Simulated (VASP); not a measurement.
# CdS (P6_3mc) in VASP: single point with PBEsol

Aim: the single point of CdS with PBEsol.

Program: VASP 6.6.1. These are calculated values, not measurements. Logs are shortened: lines on timing, memory, paths and dates and some standing lists are left out, and cuts for length are marked.

## 1. The cell of the first run

The structure is hexagonal, space group P6_3mc (No. 186). The conventional cell has a = 4.125 Å, b = 4.125 Å, c = 6.708 Å, α = 90.00°, β = 90.00°, γ = 120.00°. Cd (site symmetry 3m) has 4 S at 2.52 to 2.53 Å within 3.3 Å. Within 3.3 Å of S (site symmetry 3m) lie 4 Cd at 2.52 to 2.53 Å.

## 2. Single point, PBEsol, non-collinear spin, zero start, spin-orbit coupling

File INCAR:

```
ALGO = Normal ; EDIFF = 1E-7
ENCUT = 520 ; GGA = PS
GGA_COMPAT = F ; ISIF = 2
ISMEAR = 0 ; LASPH = T
LCHARG = F ; LNONCOLLINEAR = T
LORBIT = 11 ; LORBMOM = T
LREAL = F ; LSORBIT = T
LWAVE = F ; MAGMOM = 0 0 0 0 0 0 0 0 0 0 0 0
NBANDS = 50 ; NELM = 150
PREC = Accurate ; SIGMA = 0.01
```

File KPOINTS:

```
k-points
0
Gamma
  6 6 4
```

File POSCAR:

```
CdS
1.0
    4.1250409691      0.0000000000      0.0000000000
   -2.0625204845      3.5723902709      0.0000000000
    0.0000000000      0.0000000000      6.7081072971
Cd S
2 2
Direct
    0.3333333333      0.6666666667      0.0001621268
    0.6666666667      0.3333333333      0.5001621268
    0.3333333333      0.6666666667      0.3768378732
    0.6666666667      0.3333333333      0.8768378732
```

Potentials or basis: VASP PAW PBE potentials, release 64 (Cd, S).

Started as:

```
> cat potpaw_PBE.64/Cd/POTCAR potpaw_PBE.64/S/POTCAR > POTCAR
> mpirun -np 1 vasp_ncl > vasp.out
```

OUTCAR:

```text
EDIFF = 1E-7
   ENCUT = 520
   GGA = PS
   ISIF = 2
   ISMEAR = 0
   LASPH = T
   LNONCOLLINEAR = T
   LORBIT = 11
   LREAL = F
   LSORBIT = T
   NELM = 150
   PREC = Accurate

 ion  position               nearest neighbor table
   1  0.333  0.667  0.000-   4 2.52   4 2.52   4 2.52   3 2.53
   2  0.667  0.333  0.500-   3 2.52   3 2.52   3 2.52   4 2.53
   3  0.333  0.667  0.377-   2 2.52   2 2.52   2 2.52   1 2.53
   4  0.667  0.333  0.877-   1 2.52   1 2.52   1 2.52   2 2.53

  LATTYP: Found a hexagonal cell.
 ALAT       =     4.1250409691
 C/A-ratio  =     1.6261916784

  Lattice vectors:

 A1 = (   4.1250409691,   0.0000000000,   0.0000000000)
 A2 = (  -2.0625204845,   3.5723902709,   0.0000000000)
 A3 = (   0.0000000000,   0.0000000000,   6.7081072971)

Analysis of symmetry for initial positions (statically):
=====================================================================
 Subroutine PRICEL returns:
 Original cell was already a primitive cell.

 Routine SETGRP: Setting up the symmetry group for a
 hexagonal supercell.

 Subroutine GETGRP returns: Found 12 space group operations
 (whereof  6 operations were pure point group operations)
 out of a pool of 24 trial point group operations.

The static configuration has the point symmetry C_3v.
 The point group associated with its full space group is C_6v.

Analysis of symmetry for dynamics (positions and initial velocities):
=====================================================================
 Subroutine PRICEL returns:
 Original cell was already a primitive cell.

 Routine SETGRP: Setting up the symmetry group for a
 hexagonal supercell.

 Subroutine GETGRP returns: Found 12 space group operations
 (whereof  6 operations were pure point group operations)
 out of a pool of 24 trial point group operations.

The dynamic configuration has the point symmetry C_3v.
 The point group associated with its full space group is C_6v.

Analysis of structural, dynamic, and magnetic symmetry:
=====================================================================
 Subroutine PRICEL returns:
 Original cell was already a primitive cell.

 Routine SETGRP: Setting up the symmetry group for a
 hexagonal supercell.

 Subroutine GETGRP returns: Found 12 space group operations
 (whereof  6 operations were pure point group operations)
 out of a pool of 24 trial point group operations.

The overall configuration has the point symmetry C_3v.
 The point group associated with its full space group is C_6v.

 Subroutine INISYM returns: Found 12 space group operations
 (whereof  6 operations are pure point group operations),
 and found     1 'primitive' translations

----------------------------------------------------------------------------------------

                                     Primitive cell

  volume of cell :      98.8524

  direct lattice vectors                    reciprocal lattice vectors
     4.125040969  0.000000000  0.000000000     0.242421835  0.139962312  0.000000000
    -2.062520484  3.572390271  0.000000000     0.000000000  0.279924623  0.000000000
     0.000000000  0.000000000  6.708107297     0.000000000  0.000000000  0.149073346

  length of vectors
     4.125040969  4.125040969  6.708107297     0.279924623  0.279924623  0.149073346

  position of ions in fractional coordinates (direct lattice)
     0.333333333  0.666666667  0.000162127
     0.666666667  0.333333333  0.500162127
     0.333333333  0.666666667  0.376837873
     0.666666667  0.333333333  0.876837873

  ion indices of the primitive-cell ions
   primitive index   ion index
                 1           1
                 2           2
                 3           3
                 4           4

[... 116 lines left out ...]
  ---------------------------------------------------
  ext. energy  EPLUGINS =         0.00000000
  ---------------------------------------------------
  free energy    TOTEN  =       -13.68969332 eV

  energy without entropy =      -13.68969332  energy(sigma->0) =      -13.68969332

 E-fermi :   1.3297     XC(G=0):  -9.3882

 val. band max:        1.2567021606   @ k =   0.0000   0.0000   0.0000
 cond. band min:       2.3398109902   @ k =   0.0000   0.0000   0.0000
 fundamental gap:      1.0831088296
 Fermi energy:         1.3297177815

 k-point     1 :       0.0000    0.0000    0.0000
  band No.  band energies     occupation
      1     -11.1696      1.00000
      2     -11.1696      1.00000
      3     -10.7215      1.00000
      4     -10.7215      1.00000
      5      -6.7565      1.00000
      6      -6.7565      1.00000
[... 1213 lines left out ...]
     47       8.6253      0.00000
     48       8.6253      0.00000

 [... further k-points ...]

 [bands above 48 left out]

------------------------ aborting loop because EDIFF is reached ----------------------------------------

  FORCE on cell =-STRESS in cart. coord.  units (eV):
  Direction    XX          YY          ZZ          XY          YZ          ZX
  --------------------------------------------------------------------------------------
  -------------------------------------------------------------------------------------
  Total        0.2152548      0.2152548      0.2181809      0.0000000      0.0000000      0.0000000
  in kB        3.4888022      3.4888022      3.5362266      0.0000000      0.0000000      0.0000000
  external PRESSURE =       3.5046103 kB  Pullay stress =       0.0000000 kB

 VOLUME and BASIS-vectors are now :
 -----------------------------------------------------------------------------
  energy-cutoff  :      520.00
  volume of cell :       98.85
      direct lattice vectors                 reciprocal lattice vectors
     4.125040969  0.000000000  0.000000000     0.242421835  0.139962312  0.000000000
    -2.062520484  3.572390271  0.000000000     0.000000000  0.279924623  0.000000000
     0.000000000  0.000000000  6.708107297     0.000000000  0.000000000  0.149073346

 POSITION                                       TOTAL-FORCE (eV/Angst)
 -----------------------------------------------------------------------------------
     -0.00000      2.38159      0.00109         0.000000     -0.000000      0.002400
      2.06252      1.19080      3.35514        -0.000000      0.000000      0.002400
     -0.00000      2.38159      2.52787        -0.000000      0.000000     -0.002400
      2.06252      1.19080      5.88192        -0.000000      0.000000     -0.002400
 -----------------------------------------------------------------------------------
    total drift:                               -0.000000      0.000000      0.000118

  FREE ENERGIE OF THE ION-ELECTRON SYSTEM (eV)
  ---------------------------------------------------
  free  energy   TOTEN  =       -13.6896933181 eV

  energy  without entropy=      -13.6896933181  energy(sigma->0) =      -13.68969332

 orbital moment (x)

 # of ion     p       d       tot
 ----------------------------------------
  1        -0.000  -0.000  -0.000
  2         0.000   0.000   0.000
  3         0.000   0.000   0.000
  4        -0.000   0.000  -0.000
 ----------------------------------------
           -0.000  -0.000  -0.000

 orbital moment (y)

 # of ion     p       d       tot
 ----------------------------------------
  1        -0.000  -0.000  -0.000
  2        -0.000   0.000   0.000
  3         0.000   0.000   0.000
  4         0.000   0.000   0.000
 ----------------------------------------
            0.000  -0.000  -0.000

 orbital moment (z)

 # of ion     p       d       tot
 ----------------------------------------
  1         0.000  -0.000  -0.000
  2         0.000  -0.000  -0.000
  3         0.000   0.000   0.000
  4         0.000   0.000   0.000
 ----------------------------------------
            0.000  -0.000  -0.000

 Spin-Orbit-Coupling matrix elements

 Ion:    1  E_soc:     -0.0575793
 l=   1
     0.0000000    -0.0025319    -0.0025537
    -0.0025319     0.0000000    -0.0025319
    -0.0025537    -0.0025319     0.0000000
 l=   2
     0.0000000    -0.0014043     0.0000000    -0.0014043    -0.0056700
    -0.0014043     0.0000000    -0.0042468    -0.0013913    -0.0014043
     0.0000000    -0.0042468     0.0000000    -0.0042468     0.0000000
    -0.0014043    -0.0013913    -0.0042468     0.0000000    -0.0014043
    -0.0056700    -0.0014043     0.0000000    -0.0014043     0.0000000
 l=   3
     0.0000000     0.0000000     0.0000000     0.0000000     0.0000000     0.0000000     0.0000000
     0.0000000     0.0000000     0.0000000     0.0000000     0.0000000     0.0000000     0.0000000
     0.0000000     0.0000000     0.0000000     0.0000000     0.0000000     0.0000000     0.0000000
     0.0000000     0.0000000     0.0000000     0.0000000     0.0000000     0.0000000     0.0000000
[... 49 lines left out ...]
 l=   2
     0.0000000     0.0000000     0.0000000     0.0000000     0.0000000
     0.0000000     0.0000000     0.0000000     0.0000000     0.0000000
     0.0000000     0.0000000     0.0000000     0.0000000     0.0000000
     0.0000000     0.0000000     0.0000000     0.0000000     0.0000000
     0.0000000     0.0000000     0.0000000     0.0000000     0.0000000
 l=   3
     0.0000000     0.0000000     0.0000000     0.0000000     0.0000000     0.0000000     0.0000000
     0.0000000     0.0000000     0.0000000     0.0000000     0.0000000     0.0000000     0.0000000
     0.0000000     0.0000000     0.0000000     0.0000000     0.0000000     0.0000000     0.0000000
     0.0000000     0.0000000     0.0000000     0.0000000     0.0000000     0.0000000     0.0000000
     0.0000000     0.0000000     0.0000000     0.0000000     0.0000000     0.0000000     0.0000000
     0.0000000     0.0000000     0.0000000     0.0000000     0.0000000     0.0000000     0.0000000
     0.0000000     0.0000000     0.0000000     0.0000000     0.0000000     0.0000000     0.0000000

 total charge

# of ion       s       p       d       tot
------------------------------------------
    1        0.430   0.334   9.561  10.325
    2        0.430   0.334   9.561  10.325
    3        1.317   2.378   0.000   3.695
    4        1.317   2.378   0.000   3.695
--------------------------------------------------
tot          3.495   5.424  19.121  28.041

 magnetization (x)

# of ion       s       p       d       tot
------------------------------------------
    1        0.000  -0.000   0.000   0.000
    2       -0.000   0.000   0.000  -0.000
    3       -0.000  -0.000   0.000  -0.000
    4        0.000   0.000   0.000   0.000
--------------------------------------------------
tot          0.000  -0.000   0.000  -0.000

 magnetization (y)

# of ion       s       p       d       tot
------------------------------------------
    1       -0.000   0.000   0.000  -0.000
    2        0.000   0.000   0.000   0.000
    3        0.000  -0.000   0.000  -0.000
    4        0.000   0.000   0.000   0.000
--------------------------------------------------
tot         -0.000  -0.000   0.000  -0.000

 magnetization (z)

# of ion       s       p       d       tot
------------------------------------------
    1        0.000  -0.000   0.000   0.000
    2       -0.000  -0.000   0.000  -0.000
    3        0.000   0.000   0.000   0.000
    4        0.000   0.000   0.000   0.000
--------------------------------------------------
tot          0.000  -0.000   0.000  -0.000
```

It took 3.9 min on 1 thread of Intel Xeon Platinum 8259CL at 2.50GHz (Skylake/Cascade Lake), shared host; peak memory 0.52 GiB.

What came out:

- Free energy: -13.6897 eV
- Pressure: 0.4 GPa
- Net moment: 0.00 μB per cell
- Valence electrons inside the program's atomic spheres: Cd 10.32; S 3.69

Forces in eV/Å, atoms in the order of the input:
```
Cd   0.000  0.000  0.002
Cd   0.000  0.000  0.002
S    0.000  0.000 -0.002
S    0.000  0.000 -0.002
```

Moments on the atoms (μB; x, y, z):
```
Cd  0.00 0.00 0.00
Cd  0.00 0.00 0.00
S   0.00 0.00 0.00
S   0.00 0.00 0.00
```

Caveat: the PAW data sets were made with another functional, which shifts forces and pressure a little.
